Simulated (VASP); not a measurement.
Write the native input for VASP 6.6.1 that does the following.

- Task: relaxation of cell and atoms
- Functional: r2SCAN
- Potentials or basis: VASP PAW PBE potentials, release 64 (Ti_sv, Te)
- Cutoff: 600 eV
- k mesh: 8 × 8 × 4
- Occupations: methfessel-paxton, width 0.1 eV
- Spin: no spin polarisation
- Dipole correction: no
- Further INCAR settings: ALGO = Normal; EDIFF = 1e-07; IBRION = 2; EDIFFG = -0.02; NSW = 60; ISIF = 3

Crystal: TiTe2.

```
CELL_PARAMETERS angstrom
3.77700 0.00000 0.00000
-1.88850 3.27098 0.00000
0.00000 0.00000 6.49800
ATOMIC_POSITIONS crystal
Ti 0.00000 0.00000 0.00000
Te 0.66667 0.33333 0.26280
Te 0.33333 0.66667 0.73720
```

One way to write it, as run:

POSCAR

```
TiTe2
1.0
    3.7770000000      0.0000000000      0.0000000000
   -1.8885000000      3.2709780000      0.0000000000
    0.0000000000      0.0000000000      6.4980000000
Ti Te
1 2
Direct
    0.0000000000      0.0000000000      0.0000000000
    0.6666666667      0.3333333333      0.2628000000
    0.3333333333      0.6666666667      0.7372000000
```

INCAR.step1

```
PREC = Accurate
ENCUT = 600
ISMEAR = 1
SIGMA = 0.1
LREAL = False
LASPH = True
NELM = 80
GGA = PE
ALGO = Normal
EDIFF = 1E-4
LWAVE = True
LCHARG = False
```

INCAR.step2

```
PREC = Accurate
ENCUT = 600
EDIFF = 1E-7
ISMEAR = 1
SIGMA = 0.1
LREAL = False
LASPH = True
NELM = 80
ALGO = Normal
ISIF = 3
LWAVE = False
LCHARG = False
METAGGA = R2SCAN
LMIXTAU = True
IBRION = 2
NSW = 60
EDIFFG = -0.02
ISTART = 1
```

KPOINTS

```
Automatic mesh
0
Gamma
  8 8 4
```

Potentials or basis: VASP PAW PBE potentials, release 64 (Ti_sv, Te).

Command:

```sh
$ cat potpaw_PBE.64/Ti_sv/POTCAR potpaw_PBE.64/Te/POTCAR > POTCAR
$ cp INCAR.step1 INCAR
$ mpirun -np 1 vasp_std > vasp.out
$ cp INCAR.step2 INCAR
$ mpirun -np 1 vasp_std > vasp.out
```

Results of the run:

| Property | Result |
| --- | --- |
| Relaxed volume | 28.20 Å³/atom |
| Relaxed cell | a = 3.823 Å, b = 3.823 Å, c = 6.685 Å, α = 90.00°, β = 90.00°, γ = 120.00° |
| Space group after relaxing (to 0.05 Å) | P-3m1 (No. 164) |
| Energy gained by relaxing | 8.7 meV/atom |
| Ionic steps | 7 |
| Pressure after relaxing | 0.0 GPa |
| Band gap on the k mesh | zero (band 12 reaches 6.55 eV, above the bottom of band 13 at 6.04 eV) |

Caveat: the PAW data sets were made with another functional, which shifts forces and pressure a little; spin-orbit coupling is left out, which moves the levels of the heavy elements.

It took 26 min on 1 thread of Intel(R) Xeon(R) Platinum 8488C (Sapphire Rapids), on a shared host, peak memory 0.27 GiB.
